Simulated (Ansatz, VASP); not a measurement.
**One calculation of HfN, two programs**

INCAR

```
PREC     = Accurate       # precision mode
ENCUT    = 520            # plane-wave cutoff, eV
EDIFF    = 1E-6           # SCF threshold, eV
ISMEAR   = -1             # smearing method
SIGMA    = 0.05           # smearing width, eV
LREAL    = False          # projectors in reciprocal space
LASPH    = True           # aspherical terms in the spheres
NELM     = 60             # most SCF steps
ALGO     = Normal         # electronic algorithm
ISIF     = 2              # what is computed and relaxed
LWAVE    = False          # write WAVECAR
LCHARG   = False          # write CHGCAR
GGA      = PE             # functional
NBANDS   = 14             # bands
```

The input KPOINTS:

```
regular mesh
0
Gamma
  10 10 10
```

POSCAR

```
HfN
1.0
    0.0000000000      2.2709408328      2.2709408328
    2.2709408328      0.0000000000      2.2709408328
    2.2709408328      2.2709408328      0.0000000000
Hf N
1 1
Direct
    0.0000000000      0.0000000000      0.0000000000
    0.5000000000      0.5000000000      0.5000000000
```

input.yaml

```yaml
crystal:
  lattice:
    - [0.0, 2.2709408328, 2.2709408328]
    - [2.2709408328, 0.0, 2.2709408328]
    - [2.2709408328, 2.2709408328, 0.0]
  atoms:
    - { symbol: Hf, position: [0.0, 0.0, 0.0] }
    - { symbol: "N", position: [0.5, 0.5, 0.5] }
kpoints:
  mp_grid: { grid: [10, 10, 10] }
scf:
  occupations: { method: fermi_dirac, width: 0.05 }
hamiltonian:
  xc: pbe
  pseudopotentials: { kind: all_electron, lapw: { basis_error: 0.0005 } }
output:
  forces: true
  stress: true
  eigenvalues: true
```

Change from the starting cell: volume scaled by 1.02.

Alike in both runs: task single point; functional PBE; k mesh 10 × 10 × 10; occupations fermi-dirac, width 0.05 eV; no spin polarisation.

```csv
,VASP,Ansatz
version,VASP 6.6.1,Ansatz 0.2.0
potentials or method,"VASP PAW PBE potentials, release 64 (Hf_pv, N), cutoff 520 eV","all-electron LAPW, scalar-relativistic"
```

VASP gave:

| Item | Value |
| --- | --- |
| gap on the k mesh at the Fermi level (eV) | none |
| pressure (GPa) | -1.3 |

Question: Which values does Ansatz return?

Answer: gap on the k mesh at the Fermi level (eV): none; pressure (GPa): 1.1.

A gap of «none» marks a metal or a gap that the smearing closes. Ansatz ran all-electron here, and VASP with PAW potentials.

Neither program's run includes spin-orbit coupling.
